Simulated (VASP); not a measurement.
# Ge2Sb2O (P6/mmm) in VASP: a series of runs, part 2 of 2

VASP 6.6.1. The steps go on from the part before.

### Step 5. Single point, PBE

This run uses another cell than the first one, of 23.26 Å³/atom.

INCAR reads:

```
SYSTEM = Ge2Sb2O
PREC     = Accurate       ! precision mode
ENCUT    = 520            ! plane-wave cutoff, eV
EDIFF    = 1E-7           ! SCF threshold, eV
ISMEAR   = 0              ! smearing method
SIGMA    = 0.1            ! smearing width, eV
LREAL    = .False.        ! projectors in reciprocal space
LASPH    = .True.         ! aspherical terms in the spheres
NELM     = 80             ! most SCF steps
ALGO     = Fast           ! electronic algorithm
ISIF     = 2              ! what is computed and relaxed
LWAVE    = .False.        ! write WAVECAR
LCHARG   = .False.        ! write CHGCAR
GGA      = PE             ! functional
NBANDS   = 30             ! bands
```

KPOINTS reads:

```
regular mesh
0
Gamma
  12 12 8
  0 0 0
```

POSCAR reads:

```
Ge2Sb2O
1.0
    4.8250212196      0.0000000000      0.0000000000
   -2.4125106098      4.1785909500      0.0000000000
    0.0000000000      0.0000000000      5.7680202584
Ge Sb O
2 2 1
Direct
    0.3333333333      0.6666666667      0.0000000000
    0.6666666667      0.3333333333      0.0000000000
    0.3333333333      0.6666666667      0.5000000000
    0.6666666667      0.3333333333      0.5000000000
    0.0000000000      0.0000000000      0.0000000000
```

Potentials or basis: VASP PAW PBE potentials, release 64 (Ge_d, Sb, O).

Command:

```
cat potpaw_PBE.64/Ge_d/POTCAR potpaw_PBE.64/Sb/POTCAR potpaw_PBE.64/O/POTCAR > POTCAR
mpirun -np 1 vasp_std > vasp.out
```

OUTCAR:

```text
SYSTEM = Ge2Sb2O
   PREC = Accurate
   ENCUT = 520
   EDIFF = 1E-7
   ISMEAR = 0
   LREAL = .False.
   LASPH = .True.
   NELM = 80
   ISIF = 2
   GGA = PE

 ion  position               nearest neighbor table
   1  0.333  0.667  0.000-   2 2.79   2 2.79   2 2.79   3 2.88   3 2.88
   2  0.667  0.333  0.000-   1 2.79   1 2.79   1 2.79   4 2.88   4 2.88
   3  0.333  0.667  0.500-   4 2.79   4 2.79   4 2.79   1 2.88   1 2.88
   4  0.667  0.333  0.500-   3 2.79   3 2.79   3 2.79   2 2.88   2 2.88
   5  0.000  0.000  0.000-

  LATTYP: Found a hexagonal cell.
 ALAT       =     4.8250212196
 C/A-ratio  =     1.1954393558

  Lattice vectors:

 A1 = (   4.8250212196,   0.0000000000,   0.0000000000)
 A2 = (  -2.4125106098,   4.1785909500,   0.0000000000)
 A3 = (   0.0000000000,   0.0000000000,   5.7680202584)

Analysis of symmetry for initial positions (statically):
=====================================================================
 Subroutine PRICEL returns:
 Original cell was already a primitive cell.

 Routine SETGRP: Setting up the symmetry group for a
[... 176 lines left out ...]
 E-fermi :   5.3773     XC(G=0):  -9.7455

 val. band max:        5.3773227061   @ k =   0.1667   0.1667   0.3750
 cond. band min:       5.3835719000   @ k =   0.1667   0.0833   0.2500
 fundamental gap:      0.0062491939
 Fermi energy:         5.3773461518

 k-point     1 :       0.0000    0.0000    0.0000
  band No.  band energies     occupation
      1     -19.3354      2.00000
      2     -19.3224      2.00000
      3     -19.3224      2.00000
      4     -19.3092      2.00000
      5     -19.3092      2.00000
      6     -19.2712      2.00000
[... 781 lines left out ...]
     29      10.5486      0.00000
     30      11.5770      0.00000

 [... further k-points ...]

------------------------ aborting loop because EDIFF is reached ----------------------------------------

  FORCE on cell =-STRESS in cart. coord.  units (eV):
  Direction    XX          YY          ZZ          XY          YZ          ZX
  --------------------------------------------------------------------------------------
  -------------------------------------------------------------------------------------
  Total        0.0513932      0.0513932     -0.0104300     -0.0000000     -0.0000000      0.0000000
  in kB        0.7080437      0.7080437     -0.1436940     -0.0000000     -0.0000000      0.0000000
  external PRESSURE =       0.4241312 kB  Pullay stress =       0.0000000 kB

 VOLUME and BASIS-vectors are now :
 -----------------------------------------------------------------------------
  energy-cutoff  :      520.00
  volume of cell :      116.29
      direct lattice vectors                 reciprocal lattice vectors
     4.825021220  0.000000000  0.000000000     0.207252975  0.119657561  0.000000000
    -2.412510610  4.178590950  0.000000000     0.000000000  0.239315121  0.000000000
     0.000000000  0.000000000  5.768020258     0.000000000  0.000000000  0.173369710

 POSITION                                       TOTAL-FORCE (eV/Angst)
 -----------------------------------------------------------------------------------
     -0.00000      2.78573      0.00000         0.000000     -0.000000      0.000000
      2.41251      1.39286      0.00000        -0.000000      0.000000      0.000000
     -0.00000      2.78573      2.88401        -0.000000      0.000000      0.000000
      2.41251      1.39286      2.88401        -0.000000     -0.000000      0.000000
      0.00000      0.00000      0.00000        -0.000000      0.000000      0.000000
 -----------------------------------------------------------------------------------
    total drift:                                0.000000      0.000000      0.000000

  FREE ENERGIE OF THE ION-ELECTRON SYSTEM (eV)
  ---------------------------------------------------
  free  energy   TOTEN  =       -20.6584772696 eV

  energy  without entropy=      -20.6480860037  energy(sigma->0) =      -20.65328164
```

OSZICAR:

```text
N       E                     dE             d eps       ncg     rms          rms(c)
DAV:   1     0.393846392221E+03    0.39385E+03   -0.19996E+04  6888   0.271E+03
DAV:   2     0.425620605161E+02   -0.35128E+03   -0.33852E+03  6000   0.726E+02
DAV:   3    -0.198843457926E+02   -0.62446E+02   -0.60615E+02  6730   0.166E+02
DAV:   4    -0.235377400700E+02   -0.36534E+01   -0.36261E+01  6562   0.469E+01
DAV:   5    -0.236276122162E+02   -0.89872E-01   -0.89803E-01  6582   0.815E+00    0.108E+01
RMM:   6    -0.240898391870E+02   -0.46223E+00   -0.70274E+00  7294   0.869E+00    0.190E+01
RMM:   7    -0.210418412621E+02    0.30480E+01   -0.49220E+00  6802   0.785E+00    0.345E+00
RMM:   8    -0.208080998576E+02    0.23374E+00   -0.29289E-01  7456   0.308E+00    0.244E+00
RMM:   9    -0.207064344489E+02    0.10167E+00   -0.19370E-01  7595   0.193E+00    0.204E+00
RMM:  10    -0.206689322552E+02    0.37502E-01   -0.39691E-02  8043   0.113E+00    0.935E-01
RMM:  11    -0.206584361585E+02    0.10496E-01   -0.29582E-02  8084   0.735E-01    0.190E-01
RMM:  12    -0.206587964145E+02   -0.36026E-03   -0.17986E-03  7925   0.251E-01    0.167E-01
RMM:  13    -0.206584760337E+02    0.32038E-03   -0.78698E-04  8651   0.147E-01    0.205E-02
RMM:  14    -0.206584778885E+02   -0.18548E-05   -0.71931E-05  9081   0.445E-02    0.129E-02
RMM:  15    -0.206584770118E+02    0.87667E-06   -0.20184E-05  7848   0.238E-02    0.430E-03
RMM:  16    -0.206584773380E+02   -0.32613E-06   -0.42173E-06  7405   0.952E-03    0.158E-03
RMM:  17    -0.206584772696E+02    0.68341E-07   -0.76997E-07  6360   0.446E-03
   1 F= -.20658477E+02 E0= -.20653282E+02  d E =-.103913E-01
```

It took 10 min on 1 thread of Oxide Virtual Turin-like, shared host; peak memory 0.42 GiB.

What came out:

```yaml
Free_energy: -20.6585 eV
Pressure: 0.0 GPa
Band_gap_on_the_k_mesh: zero (bands 22 and 23 overlap by 1.89 eV)
```

Caveat: spin-orbit coupling is left out, which moves the levels of the heavy elements.

### Step 6. Overview

```csv
task,cell,k mesh,cutoff (eV),gap on the mesh (eV),pressure (GPa)
single point,"a = 4.911, b = 4.911, c = 5.358 Å, angles 90.0, 90.0, 120.0°, 5 atoms",6 × 6 × 4,520,none,2.8
single point,"a = 4.840, b = 4.840, c = 5.746 Å, angles 90.0, 90.0, 120.0°, 5 atoms",6 × 6 × 4,520,none,0.1
relaxation of cell and atoms,"relaxed from a = 4.911, b = 4.911, c = 5.358 Å, angles 90.0, 90.0, 120.0°, 5 atoms",6 × 6 × 4,600,none,0.0
single point,"a = 4.825, b = 4.825, c = 5.768 Å, angles 90.0, 90.0, 120.0°, 5 atoms",12 × 12 × 8,520,none,0.0
```

Alike in all rows: level PBE; potentials or basis VASP PAW PBE potentials, release 64 (Ge_d, Sb, O); no spin polarisation; smearing gaussian 0.1 eV.

Caveats: spin-orbit coupling is left out, which moves the levels of the heavy elements; the stress differs along the axes, from -2 to 13 GPa (at least some runs).

Total energies depend on the potentials used, so only differences within one code and one set of settings carry meaning.

The gap in the log of VASP goes by the Fermi energy; the results here count the filled bands.